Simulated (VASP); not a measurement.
# Zr2Nb (Fd-3m) in VASP: notebook

The runs below take Zr2Nb through single point, relaxation of cell and atoms, with PBE.

Everything below comes from runs of VASP 6.6.1. Logs are shortened: lines on timing, memory, paths and dates and some standing lists are left out, and cuts for length are marked.

## (1) The cell of the first run

The structure is cubic, space group Fd-3m (No. 227). Conventional cell: a = 8.023 Å, b = 8.023 Å, c = 8.023 Å, α = 90.00°, β = 90.00°, γ = 90.00°. Zr (site symmetry -3m) has 6 Zr at 2.84 Å and 6 Nb at 3.33 Å within 3.7 Å. Nb (site symmetry -43m) has 12 Zr at 3.33 Å and 4 Nb at 3.47 Å within 4.4 Å.

## (2) Single point, PBE

File INCAR:

```
SYSTEM = Zr2Nb
PREC = Accurate
ENCUT = 520
EDIFF = 1E-6
ISMEAR = 0
SIGMA = 0.1
LREAL = .FALSE.
LASPH = .TRUE.
NELM = 100
ALGO = Fast
ISIF = 2
LWAVE = .FALSE.
LCHARG = .FALSE.
GGA = PE
NBANDS = 46
```

File KPOINTS:

```
Automatic mesh
0
G
  4 4 4
  0 0 0
```

File POSCAR:

```
Zr2Nb
1.0
    0.0000000000      4.0115503129      4.0115503129
    4.0115503129      0.0000000000      4.0115503129
    4.0115503129      4.0115503129      0.0000000000
Zr Nb
4 2
Direct
    0.6250000000      0.6250000000      0.6250000000
    0.1250000000      0.6250000000      0.6250000000
    0.6250000000      0.6250000000      0.1250000000
    0.6250000000      0.1250000000      0.6250000000
    0.0000000000      0.0000000000      0.0000000000
    0.2500000000      0.2500000000      0.2500000000
```

Potentials or basis: VASP PAW PBE potentials, release 64 (Zr_sv, Nb_sv).

On the command line:

```bash
$ cat potpaw_PBE.64/Zr_sv/POTCAR potpaw_PBE.64/Nb_sv/POTCAR > POTCAR
$ mpirun -np 1 vasp_std > vasp.out
```

OUTCAR:

```text
SYSTEM = Zr2Nb
   PREC = Accurate
   ENCUT = 520
   EDIFF = 1E-6
   ISMEAR = 0
   LREAL = .FALSE.
   LASPH = .TRUE.
   NELM = 100
   ISIF = 2
   GGA = PE

 ion  position               nearest neighbor table
   1  0.625  0.625  0.625-   2 2.84   3 2.84   4 2.84   3 2.84   4 2.84   2 2.84   6 3.33   5 3.33
                             6 3.33   5 3.33   6 3.33   5 3.33
   2  0.125  0.625  0.625-   1 2.84   3 2.84   4 2.84   1 2.84   3 2.84   4 2.84   5 3.33   6 3.33
                             5 3.33   6 3.33   6 3.33   5 3.33
   3  0.625  0.625  0.125-   1 2.84   1 2.84   2 2.84   4 2.84   4 2.84   2 2.84   6 3.33   5 3.33
                             6 3.33   5 3.33   6 3.33   5 3.33
   4  0.625  0.125  0.625-   1 2.84   3 2.84   1 2.84   2 2.84   3 2.84   2 2.84   6 3.33   5 3.33
                             6 3.33   5 3.33   6 3.33   5 3.33
   5  0.000  0.000  0.000-   1 3.33   3 3.33   4 3.33   1 3.33   2 3.33   3 3.33   2 3.33   4 3.33
                             1 3.33   2 3.33   3 3.33   4 3.33
   6  0.250  0.250  0.250-   2 3.33   4 3.33   1 3.33   2 3.33   3 3.33   1 3.33   3 3.33   4 3.33
                             2 3.33   3 3.33   4 3.33   1 3.33

  LATTYP: Found a face centered cubic cell.
 ALAT       =     8.0231006258

  Lattice vectors:

 A1 = (   0.0000000000,   4.0115503129,   4.0115503129)
 A2 = (   4.0115503129,   0.0000000000,   4.0115503129)
 A3 = (   4.0115503129,   4.0115503129,   0.0000000000)

Analysis of symmetry for initial positions (statically):
=====================================================================
 Subroutine PRICEL returns:
 Original cell was already a primitive cell.

 Routine SETGRP: Setting up the symmetry group for a
 face centered cubic supercell.

 Subroutine GETGRP returns: Found 48 space group operations
 (whereof 24 operations were pure point group operations)
 out of a pool of 48 trial point group operations.

The static configuration has the point symmetry T_d .
 The point group associated with its full space group is O_h .

Analysis of symmetry for dynamics (positions and initial velocities):
=====================================================================
 Subroutine PRICEL returns:
 Original cell was already a primitive cell.

 Routine SETGRP: Setting up the symmetry group for a
 face centered cubic supercell.

 Subroutine GETGRP returns: Found 48 space group operations
 (whereof 24 operations were pure point group operations)
 out of a pool of 48 trial point group operations.

The dynamic configuration has the point symmetry T_d .
 The point group associated with its full space group is O_h .

[... 93 lines left out ...]
   IBRION =     -1    ionic relax: 0-MD 1-quasi-New 2-CG
   NFREE  =      0    steps in history (QN), initial steepest desc. (CG)
   ISIF   =      2    stress and relaxation
   ISYM   =      2    0-nonsym 1-usesym 2-fastsym
   POTIM  = 0.5000    time-step for ionic-motion
   TEBEG  =    0.0;   TEEND  =   0.0 temperature during run
   PSTRESS=    0.0 pullay stress
   NELECT =      74.0000    total number of electrons
   NUPDOWN=      -1.0000    fix difference up-down
   EMIN   =  10.00;   EMAX   =-10.00  energy-range for DOS
   EFERMI =   0.00;   METHOD = LEGACY
   ISMEAR =     0;   SIGMA  =   0.10  broadening in eV -4-tet -1-fermi 0-gaus
   EFERMI_NEDOS =   21; number of points for ismear=-14 and -15
   IALGO  =     68    algorithm
   IMIX   =      4    mixing-type and parameters
     AMIX     =   0.40;   BMIX     =  1.00
     AMIX_MAG =   1.60;   BMIX_MAG =  1.00
  volume/ion in A,a.u.               =      21.52       145.22
  Fermi-wavevector in a.u.,A,eV,Ry     =   1.359867  2.569776 25.160421  1.849239
  Thomas-Fermi vector in A             =   2.486578
   LORBIT       =      0    0 simple, 1 ext, 2 COOP (PROOUT), +10 PAW based schemes
   GGA     = PE    functional components
   LHFCALC =     F    Hartree Fock is set to
   AEXX    =    0.0000 exact exchange contribution
   IVDW    =     0    specifies the selected vdW correction
   LEPSILON=     F    determine dielectric tensor
   LRPA    =     F    only Hartree local field effects (RPA)
 non-spin polarized calculation
 RMM-DIIS sequential band-by-band and
 Gauss-broadening in eV      SIGMA  =   0.10
  energy-cutoff  :      520.00
  volume of cell :      129.11
 maximum number of plane-waves:      3511
   NGX = 21   NGY = 21   NGZ = 21

 number of electron      74.0000002 magnetization

 Free energy of the ion-electron system (eV)
  ---------------------------------------------------
  ext. energy  EPLUGINS =         0.00000000
  ---------------------------------------------------
  free energy    TOTEN  =       -51.54664894 eV

  energy without entropy =      -51.49646155  energy(sigma->0) =      -51.52155525

 E-fermi :   9.1640     XC(G=0): -11.4692

 val. band max:        9.0807105621   @ k =   0.5000   0.0000   0.0000
 cond. band min:       9.1983040620   @ k =  -0.2500   0.5000   0.2500
 fundamental gap:      0.1175934999
 Fermi energy:         9.1639874657

 k-point     1 :       0.0000    0.0000    0.0000
  band No.  band energies     occupation
      1     -45.6209      2.00000
      2     -45.6031      2.00000
      3     -39.0244      2.00000
      4     -38.6476      2.00000
      5     -38.6476      2.00000
      6     -38.6476      2.00000
[... 381 lines left out ...]
     45      11.4748      0.00000
     46      11.9142      0.00000

------------------------ aborting loop because EDIFF is reached ----------------------------------------

  FORCE on cell =-STRESS in cart. coord.  units (eV):
  Direction    XX          YY          ZZ          XY          YZ          ZX
  --------------------------------------------------------------------------------------
  -------------------------------------------------------------------------------------
  Total        0.0835400      0.0835400      0.0835400      0.0000000      0.0000000      0.0000000
  in kB        1.0366646      1.0366646      1.0366646      0.0000000      0.0000000      0.0000000
  external PRESSURE =       1.0366646 kB  Pullay stress =       0.0000000 kB

 VOLUME and BASIS-vectors are now :
 -----------------------------------------------------------------------------
  energy-cutoff  :      520.00
  volume of cell :      129.11
      direct lattice vectors                 reciprocal lattice vectors
     0.000000000  4.011550313  4.011550313    -0.124640092  0.124640092  0.124640092
     4.011550313  0.000000000  4.011550313     0.124640092 -0.124640092  0.124640092
     4.011550313  4.011550313  0.000000000     0.124640092  0.124640092 -0.124640092

 POSITION                                       TOTAL-FORCE (eV/Angst)
 -----------------------------------------------------------------------------------
      5.01444      5.01444      5.01444         0.000000     -0.000000     -0.000000
      5.01444      3.00866      3.00866         0.000000     -0.000000     -0.000000
      3.00866      3.00866      5.01444         0.000000     -0.000000     -0.000000
      3.00866      5.01444      3.00866         0.000000     -0.000000     -0.000000
      0.00000      0.00000      0.00000         0.000000      0.000000      0.000000
      2.00578      2.00578      2.00578        -0.000000     -0.000000     -0.000000
 -----------------------------------------------------------------------------------
    total drift:                                0.000000      0.000000      0.000000

  FREE ENERGIE OF THE ION-ELECTRON SYSTEM (eV)
  ---------------------------------------------------
  free  energy   TOTEN  =       -51.5466489446 eV

  energy  without entropy=      -51.4964615504  energy(sigma->0) =      -51.52155525
```

It took 2.7 min on 1 thread of AMD EPYC 7R13 (Zen 3), shared host; peak memory 0.24 GiB.

Results:

```yaml
Free_energy: -51.5466 eV
Pressure: 0.1 GPa
Band_gap_on_the_k_mesh: zero (bands 37 and 38 overlap by 0.53 eV)
```

Levels at points of the mesh, in eV from the Fermi level:
```
           k point  band 33  band 34  band 35  band 36  band 37  band 38  band 39  band 40  band 41  band 42
(0.00, 0.00, 0.00)    -0.56    -0.56    -0.47    -0.47     0.26     0.26     0.26     1.41     1.41     1.41
(0.50, 0.00, 0.00)    -0.59    -0.59    -0.08    -0.08     0.05     0.24     0.24     0.97     1.00     1.00
(0.50, 0.50, 0.00)    -0.89    -0.89    -0.34    -0.34    -0.27    -0.27     0.56     0.56     1.46     1.46
```

## (3) Relaxation of cell and atoms, PBE

This run uses another cell than the first one, of 16.26 Å³/atom.

File INCAR:

```
SYSTEM = Zr2Nb
ALGO = Normal ; EDIFF = 1E-7
EDIFFG = -0.04 ; ENCUT = 600
GGA = PE ; IBRION = 2
ISIF = 3 ; ISMEAR = 0
LASPH = .TRUE. ; LCHARG = .FALSE.
LREAL = .FALSE. ; LWAVE = .FALSE.
NELM = 80 ; NSW = 90
PREC = Accurate ; SIGMA = 0.1
```

File KPOINTS:

```
k-points
0
G
  4 4 4
  0 0 0
```

POSCAR: that of step 2 with these lines changed.

```diff
@@ -2,5 +2,5 @@
 1.0
-    0.0000000000      4.0115503129      4.0115503129
-    4.0115503129      0.0000000000      4.0115503129
-    4.0115503129      4.0115503129      0.0000000000
+    0.0000000000      3.6536912913      3.6536912913
+    3.6536912913      0.0000000000      3.6536912913
+    3.6536912913      3.6536912913      0.0000000000
 Zr Nb
```

Potentials or basis: VASP PAW PBE potentials, release 64 (Zr_sv, Nb_sv).

On the command line:

```bash
$ cat potpaw_PBE.64/Zr_sv/POTCAR potpaw_PBE.64/Nb_sv/POTCAR > POTCAR
$ mpirun -np 1 vasp_std > vasp.out
```

Wall time 4.3 min (1 thread of AMD EPYC 7R13 (Zen 3), shared host); peak memory 0.25 GiB.

The run converged. Its results:

```
Free energy                           : -51.5282 eV
Relaxed volume                        : 21.52 Å³/atom
Relaxed cell                          : a = 5.673 Å, b = 5.673 Å, c = 5.673 Å, α = 60.00°, β = 60.00°, γ = 60.00°
Space group after relaxing (to 0.1 Å) : Fd-3m (No. 227)
Energy gained by relaxing             : 641.5 meV/atom
Ionic steps                           : 5
Pressure after relaxing               : 0.1 GPa
Band gap on the k mesh                : zero (bands 37 and 38 overlap by 0.53 eV)
```

The path:
| step | energy change (eV) | largest force (eV/Å) | pressure (GPa) | volume (Å³) |
| --- | --- | --- | --- | --- |
| 1 | 0.0000 | 0.0000 | 48.56 | 97.55 |
| 2 | 0.5259 | 0.0000 | -18.88 | 184.96 |
| 3 | -3.8349 | 0.0000 | -1.87 | 131.68 |
| 4 | -3.8483 | 0.0000 | -0.45 | 129.83 |
| 5 | -3.8491 | 0.0000 | 0.12 | 129.13 |

Final structure:
```
Zr Nb
1.0
     0.00000    4.01169    4.01169
     4.01169    0.00000    4.01169
     4.01169    4.01169    0.00000
Zr Nb
4 2
Cartesian
  5.0146 5.0146 5.0146
  5.0146 3.0088 3.0088
  3.0088 3.0088 5.0146
  3.0088 5.0146 3.0088
  0.0000 0.0000 0.0000
  2.0058 2.0058 2.0058
```

Levels at points of the mesh, in eV from the Fermi level:
```csv
k point,band 33,band 34,band 35,band 36,band 37,band 38,band 39,band 40,band 41,band 42
"(0.00, 0.00, 0.00)",-0.56,-0.56,-0.47,-0.47,0.26,0.26,0.26,1.41,1.41,1.41
"(0.50, 0.00, 0.00)",-0.59,-0.59,-0.08,-0.08,0.05,0.24,0.24,0.97,1.00,1.00
"(0.50, 0.50, 0.00)",-0.89,-0.89,-0.34,-0.34,-0.27,-0.27,0.56,0.56,1.46,1.46
```

Caveat: the k points lie up to 0.34 Å⁻¹ apart in the final cell, too coarse for converged energies and pressures of a metal; the volume moved by over 15 % at a fixed basis, so the end points are rough.
